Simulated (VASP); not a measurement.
# KBr (CsCl type) (Pm-3m) in VASP: a series of runs

Runs on KBr (CsCl type). Level: LDA. Tasks: single point.

All numbers are computed with VASP 6.6.1; they aren't measurements. Logs are shortened: lines on timing, memory, paths and dates and some standing lists are left out, and cuts for length are marked.

## Step 1: The cell of the first run

Symmetry: Pm-3m, No. 221, cubic system. Conventional cell: a = 3.695 Å, b = 3.695 Å, c = 3.695 Å, α = 90.00°, β = 90.00°, γ = 90.00°. Within 4.2 Å of K (site symmetry m-3m) lie 8 Br at 3.20 Å and 6 K at 3.69 Å. Br (site symmetry m-3m) has 8 K at 3.20 Å and 6 Br at 3.69 Å within 4.2 Å.

## Step 2: Single point, LDA (volume scaled by 0.9)

Input file INCAR:

```
SYSTEM = KBr
  PREC = Accurate
  ENCUT = 520
  EDIFF = 1E-7
  ISMEAR = -1
  SIGMA = 0.1
  LREAL = .False.
  LASPH = .True.
  NELM = 100
  ALGO = Normal
  ISIF = 2
  LWAVE = .False.
  LCHARG = .False.
  NBANDS = 15
```

Input file KPOINTS:

```
Automatic mesh
0
Gamma
  11 11 11
  0 0 0
```

Input file POSCAR:

```
KBr
1.0
    3.6945861521      0.0000000000      0.0000000000
    0.0000000000      3.6945861521      0.0000000000
    0.0000000000      0.0000000000      3.6945861521
K Br
1 1
Direct
    0.0000000000      0.0000000000      0.0000000000
    0.5000000000      0.5000000000      0.5000000000
```

Potentials or basis: VASP PAW LDA potentials, release 64 (K_sv, Br).

Command:

```bash
$ cat potpaw_LDA.64/K_sv/POTCAR potpaw_LDA.64/Br/POTCAR > POTCAR
$ mpirun -np 1 vasp_std > vasp.out
```

OUTCAR:

```text
SYSTEM = KBr
   PREC = Accurate
   ENCUT = 520
   EDIFF = 1E-7
   ISMEAR = -1
   LREAL = .False.
   LASPH = .True.
   NELM = 100
   ISIF = 2

 ion  position               nearest neighbor table
   1  0.000  0.000  0.000-   2 3.20   2 3.20   2 3.20   2 3.20   2 3.20   2 3.20   2 3.20   2 3.20

   2  0.500  0.500  0.500-   1 3.20   1 3.20   1 3.20   1 3.20   1 3.20   1 3.20   1 3.20   1 3.20

  LATTYP: Found a simple cubic cell.
 ALAT       =     3.6945861521

  Lattice vectors:

 A1 = (   3.6945861521,   0.0000000000,   0.0000000000)
 A2 = (   0.0000000000,   3.6945861521,   0.0000000000)
 A3 = (   0.0000000000,   0.0000000000,   3.6945861521)

Analysis of symmetry for initial positions (statically):
=====================================================================
 Subroutine PRICEL returns:
 Original cell was already a primitive cell.

 Routine SETGRP: Setting up the symmetry group for a
 simple cubic supercell.

 Subroutine GETGRP returns: Found 48 space group operations
 (whereof 48 operations were pure point group operations)
 out of a pool of 48 trial point group operations.

The static configuration has the point symmetry O_h .

Analysis of symmetry for dynamics (positions and initial velocities):
=====================================================================
 Subroutine PRICEL returns:
 Original cell was already a primitive cell.

 Routine SETGRP: Setting up the symmetry group for a
 simple cubic supercell.

 Subroutine GETGRP returns: Found 48 space group operations
 (whereof 48 operations were pure point group operations)
 out of a pool of 48 trial point group operations.

The dynamic configuration has the point symmetry O_h .

 Subroutine INISYM returns: Found 48 space group operations
 (whereof 48 operations are pure point group operations),
 and found     1 'primitive' translations

----------------------------------------------------------------------------------------

                                     Primitive cell

  volume of cell :      50.4310

  direct lattice vectors                    reciprocal lattice vectors
     3.694586152  0.000000000  0.000000000     0.270666310  0.000000000  0.000000000
     0.000000000  3.694586152  0.000000000     0.000000000  0.270666310  0.000000000
     0.000000000  0.000000000  3.694586152     0.000000000  0.000000000  0.270666310

  length of vectors
     3.694586152  3.694586152  3.694586152     0.270666310  0.270666310  0.270666310

  position of ions in fractional coordinates (direct lattice)
     0.000000000  0.000000000  0.000000000
     0.500000000  0.500000000  0.500000000

  ion indices of the primitive-cell ions
   primitive index   ion index
                 1           1
                 2           2

----------------------------------------------------------------------------------------

 KPOINTS: Automatic mesh

Automatic generation of k-mesh.
 Grid dimensions read from file:
 generate k-points for:   11   11   11

 Generating k-lattice:

  Cartesian coordinates                     Fractional coordinates (reciprocal lattice)
     0.024606028  0.000000000  0.000000000     0.090909091  0.000000000  0.000000000
     0.000000000  0.024606028  0.000000000     0.000000000  0.090909091  0.000000000
     0.000000000  0.000000000  0.024606028     0.000000000  0.000000000  0.090909091

  Length of vectors
     0.024606028  0.024606028  0.024606028

  Shift w.r.t. Gamma in fractional coordinates (k-lattice)
     0.000000000  0.000000000  0.000000000

 Subroutine IBZKPT returns following result:
 ===========================================

 Found     56 irreducible k-points:

 Following reciprocal coordinates:
            Coordinates               Weight
  0.000000  0.000000  0.000000      1.000000
  0.090909  0.000000  0.000000      6.000000
  0.181818  0.000000  0.000000      6.000000
  0.272727  0.000000  0.000000      6.000000
  0.363636  0.000000  0.000000      6.000000
  0.454545  0.000000  0.000000      6.000000
[... 16 lines left out ...]
  0.181818  0.090909  0.090909     24.000000
  0.272727  0.090909  0.090909     24.000000
 [... further k-points ...]
   k-points           NKPTS =     56   k-points in BZ     NKDIM =     56   number of bands    NBANDS=     15
   number of dos      NEDOS =    301   number of ions     NIONS =      2
   total plane-waves  NPLWV =  21952
   dimension x,y,z NGX =    28 NGY =   28 NGZ =   28
   dimension x,y,z NGXF=    56 NGYF=   56 NGZF=   56
   ions per type =               1   1
   NGX,Y,Z   is equivalent  to a cutoff of  12.60, 12.60, 12.60 a.u.
   NGXF,Y,Z  is equivalent  to a cutoff of  25.20, 25.20, 25.20 a.u.
 SYSTEM =  KBr
   PREC   = accura    normal or accurate (medium, high low for compatibility)
   ISTART =      0    job   : 0-new  1-cont  2-samecut
   ICHARG =      2    charge: 1-file 2-atom 10-const
   ISPIN  =      1    spin polarized calculation?
   LNONCOLLINEAR =      F non collinear calculations
   LSORBIT =      F    spin-orbit coupling
   LASPH  =      T    aspherical Exc in radial PAW
   ENCUT  =  520.0 eV  38.22 Ry    6.18 a.u.   6.87  6.87  6.87*2*pi/ulx,y,z
   NELM   =    100;   NELMIN=  2; NELMDL= -5     # of ELM steps
   EDIFF  = 0.1E-06   stopping-criterion for ELM
   LREAL  =      F    real-space projection
   EDIFFG = 0.1E-05   stopping-criterion for IOM
   NSW    =      0    number of steps for IOM
   IBRION =     -1    ionic relax: 0-MD 1-quasi-New 2-CG
   NFREE  =      0    steps in history (QN), initial steepest desc. (CG)
   ISIF   =      2    stress and relaxation
   ISYM   =      2    0-nonsym 1-usesym 2-fastsym
   POTIM  = 0.5000    time-step for ionic-motion
   TEBEG  =    0.0;   TEEND  =   0.0 temperature during run
   PSTRESS=    0.0 pullay stress
   NELECT =      16.0000    total number of electrons
   NUPDOWN=      -1.0000    fix difference up-down
   EMIN   =  10.00;   EMAX   =-10.00  energy-range for DOS
   EFERMI =   0.00;   METHOD = LEGACY
   ISMEAR =    -1;   SIGMA  =   0.10  broadening in eV -4-tet -1-fermi 0-gaus
   EFERMI_NEDOS =   21; number of points for ismear=-14 and -15
   IALGO  =     38    algorithm
   IMIX   =      4    mixing-type and parameters
     AMIX     =   0.40;   BMIX     =  1.00
     AMIX_MAG =   1.60;   BMIX_MAG =  1.00
  volume/ion in A,a.u.               =      25.22       170.16
  Fermi-wavevector in a.u.,A,eV,Ry     =   1.116561  2.109994 16.962491  1.246708
  Thomas-Fermi vector in A             =   2.253176
   LORBIT       =      0    0 simple, 1 ext, 2 COOP (PROOUT), +10 PAW based schemes
   GGA     = CA    functional components
   LHFCALC =     F    Hartree Fock is set to
   AEXX    =    0.0000 exact exchange contribution
   IVDW    =     0    specifies the selected vdW correction
   LEPSILON=     F    determine dielectric tensor
   LRPA    =     F    only Hartree local field effects (RPA)
 non-spin polarized calculation
  energy-cutoff  :      520.00
  volume of cell :       50.43
 maximum number of plane-waves:      1374
 NGX is ok and might be reduce to    28
   NGX = 13   NGY = 13   NGZ = 13

 number of electron      15.9999997 magnetization

 Free energy of the ion-electron system (eV)
  ---------------------------------------------------
  ext. energy  EPLUGINS =         0.00000000
  ---------------------------------------------------
  free energy    TOTEN  =        -6.71791369 eV

  energy without entropy =       -6.71791369  energy(sigma->0) =       -6.71791369

 E-fermi :   2.7728     XC(G=0):  -9.4895

 val. band max:        0.6943762230   @ k =   0.4545   0.4545   0.0000
 cond. band min:       5.2284116277   @ k =   0.0000   0.0000   0.0000
 fundamental gap:      4.5340354047
 Fermi energy:         2.7727522696

 k-point     1 :       0.0000    0.0000    0.0000
  band No.  band energies     occupation
      1     -27.3496      2.00000
      2     -12.7841      2.00000
      3     -10.9742      2.00000
      4     -10.9742      2.00000
      5     -10.9742      2.00000
      6       0.3573      2.00000
      7       0.3573      2.00000
      8       0.3573      2.00000
      9       5.2284      0.00000
     10       5.7649      0.00000
     11       5.7649      0.00000
     12      10.7016      0.00000
     13      10.7016      0.00000
     14      10.7016      0.00000
     15      13.8692      0.00000

 k-point     2 :       0.0909    0.0000    0.0000
  band No.  band energies     occupation
      1     -27.3467      2.00000
      2     -12.8022      2.00000
      3     -10.9696      2.00000
      4     -10.9696      2.00000
      5     -10.9555      2.00000
      6       0.0446      2.00000
      7       0.3519      2.00000
      8       0.3519      2.00000
      9       5.4884      0.00000
     10       5.8430      0.00000
     11       6.0735      0.00000
     12      10.6712      0.00000
     13      10.6712      0.00000
     14      10.7481      0.00000
     15      13.3935      0.00000

 k-point     3 :       0.1818    0.0000    0.0000
  band No.  band energies     occupation
      1     -27.3388      2.00000
      2     -12.8519      2.00000
      3     -10.9570      2.00000
      4     -10.9570      2.00000
      5     -10.9015      2.00000
      6      -0.6438      2.00000
      7       0.3366      2.00000
      8       0.3366      2.00000
      9       6.0108      0.00000
     10       6.0743      0.00000
     11       6.9619      0.00000
     12      10.6203      0.00000
     13      10.6203      0.00000
     14      10.8800      0.00000
     15      12.3674      0.00000

 k-point     4 :       0.2727    0.0000    0.0000
  band No.  band energies     occupation
      1     -27.3284      2.00000
      2     -12.9190      2.00000
      3     -10.9405      2.00000
      4     -10.9405      2.00000
      5     -10.8226      2.00000
      6      -1.3646      2.00000
      7       0.3155      2.00000
      8       0.3155      2.00000
      9       6.4471      0.00000
     10       6.6811      0.00000
     11       8.0573      0.00000
     12      10.6299      0.00000
     13      10.6299      0.00000
     14      11.0713      0.00000
     15      11.2378      0.00000
[... 307 lines left out ...]
 k-point    22 :       0.0909    0.0909    0.0909
  band No.  band energies     occupation
      1     -27.3409      2.00000
      2     -12.8211      2.00000
      3     -10.9994      2.00000
      4     -10.9994      2.00000
      5     -10.8643      2.00000
      6      -0.0990      2.00000
      7       0.1438      2.00000
      8       0.1438      2.00000
      9       6.0133      0.00000
     10       6.2843      0.00000
     11       6.2843      0.00000
     12      10.4101      0.00000
     13      10.4101      0.00000
     14      11.1639      0.00000
     15      13.5341      0.00000

 k-point    23 :       0.1818    0.0909    0.0909
  band No.  band energies     occupation
      1     -27.3331      2.00000
      2     -12.8429      2.00000
      3     -11.0287      2.00000
      4     -10.9860      2.00000
      5     -10.8106      2.00000
      6      -0.6273      2.00000
      7       0.0859      2.00000
      8       0.1301      2.00000
      9       6.4704      0.00000
     10       6.4756      0.00000
     11       7.0841      0.00000
     12      10.1862      0.00000
     13      10.2868      0.00000
     14      11.3453      0.00000
     15      12.8029      0.00000

 k-point    24 :       0.2727    0.0909    0.0909
  band No.  band energies     occupation
      1     -27.3229      2.00000
      2     -12.8781      2.00000
      3     -11.0239      2.00000
      4     -10.9684      2.00000
      5     -10.7719      2.00000
      6      -1.2885      2.00000
      7       0.1109      2.00000
      8       0.1317      2.00000
      9       6.7756      0.00000
     10       7.0253      0.00000
     11       8.0415      0.00000
     12      10.1429      0.00000
     13      10.1565      0.00000
     14      11.2238      0.00000
     15      11.9963      0.00000

 [... further k-points ...]

------------------------ aborting loop because EDIFF is reached ----------------------------------------

  FORCE on cell =-STRESS in cart. coord.  units (eV):
  Direction    XX          YY          ZZ          XY          YZ          ZX
  --------------------------------------------------------------------------------------
  -------------------------------------------------------------------------------------
  Total        1.1115783      1.1115783      1.1115783     -0.0000000      0.0000000     -0.0000000
  in kB       35.3145160     35.3145160     35.3145160     -0.0000000      0.0000000     -0.0000000
  external PRESSURE =      35.3145160 kB  Pullay stress =       0.0000000 kB

 VOLUME and BASIS-vectors are now :
 -----------------------------------------------------------------------------
  energy-cutoff  :      520.00
  volume of cell :       50.43
      direct lattice vectors                 reciprocal lattice vectors
     3.694586152  0.000000000  0.000000000     0.270666310  0.000000000  0.000000000
     0.000000000  3.694586152  0.000000000     0.000000000  0.270666310  0.000000000
     0.000000000  0.000000000  3.694586152     0.000000000  0.000000000  0.270666310

 POSITION                                       TOTAL-FORCE (eV/Angst)
 -----------------------------------------------------------------------------------
      0.00000      0.00000      0.00000         0.000000      0.000000      0.000000
      1.84729      1.84729      1.84729         0.000000      0.000000      0.000000
 -----------------------------------------------------------------------------------
    total drift:                               -0.000000      0.000000      0.000000

  FREE ENERGIE OF THE ION-ELECTRON SYSTEM (eV)
  ---------------------------------------------------
  free  energy   TOTEN  =        -6.7179136891 eV

  energy  without entropy=       -6.7179136890  energy(sigma->0) =       -6.71791369
```

Wall time 26 s (1 thread of Intel Xeon Platinum 8488C (Sapphire Rapids), shared host); peak memory 0.16 GiB.

What came out:

| Quantity | Value |
| --- | --- |
| Free energy | -6.7179 eV |
| Pressure | 3.5 GPa |
| Band gap on the k mesh | 4.53 eV, indirect (least direct gap 4.87 eV) |

Caveat: the cell differs from its parent crystal (volume scaled by 0.9).

## Step 3: Single point, LDA

This run uses another cell than the first one, of 28.02 Å³/atom, 1.111 times its volume.

Input file INCAR:

```
PREC     = Accurate       # precision mode
ENCUT    = 520            # plane-wave cutoff, eV
EDIFF    = 1E-6           # SCF threshold, eV
ISMEAR   = -1             # smearing method
SIGMA    = 0.1            # smearing width, eV
LREAL    = False          # projectors in reciprocal space
LASPH    = True           # aspherical terms in the spheres
NELM     = 100            # most SCF steps
ALGO     = Normal         # electronic algorithm
ISIF     = 2              # what is computed and relaxed
LWAVE    = False          # write WAVECAR
LCHARG   = False          # write CHGCAR
GGA      = CA             # functional
NBANDS   = 15             # bands
```

Input file KPOINTS:

```
Automatic mesh
0
Gamma
  11 11 11
```

Input file POSCAR:

```
KBr
1.0
    3.8266460626      0.0000000000      0.0000000000
    0.0000000000      3.8266460626      0.0000000000
    0.0000000000      0.0000000000      3.8266460626
K Br
1 1
Direct
    0.0000000000      0.0000000000      0.0000000000
    0.5000000000      0.5000000000      0.5000000000
```

Potentials or basis: VASP PAW LDA potentials, release 64 (K_sv, Br).

Command:

```bash
$ cat potpaw_LDA.64/K_sv/POTCAR potpaw_LDA.64/Br/POTCAR > POTCAR
$ mpirun -np 1 vasp_std > vasp.out
```

Run time: 24 s. Hardware: 1 thread of Intel Xeon Platinum 8488C (Sapphire Rapids), shared host; peak memory 0.17 GiB.

Results (log left out):

```
Free energy            : -6.7768 eV
Pressure               : 0.1 GPa
Band gap on the k mesh : 4.06 eV, indirect (least direct gap 4.37 eV)
```

Levels at points of the mesh, in eV from the valence-band top:
```csv
k point,band 4,band 5,band 6,band 7,band 8,band 9,band 10,band 11,band 12,band 13
"(0.00, 0.00, 0.00)",-11.73,-11.73,-0.31,-0.31,-0.31,4.06,5.32,5.32,9.84,9.84
```
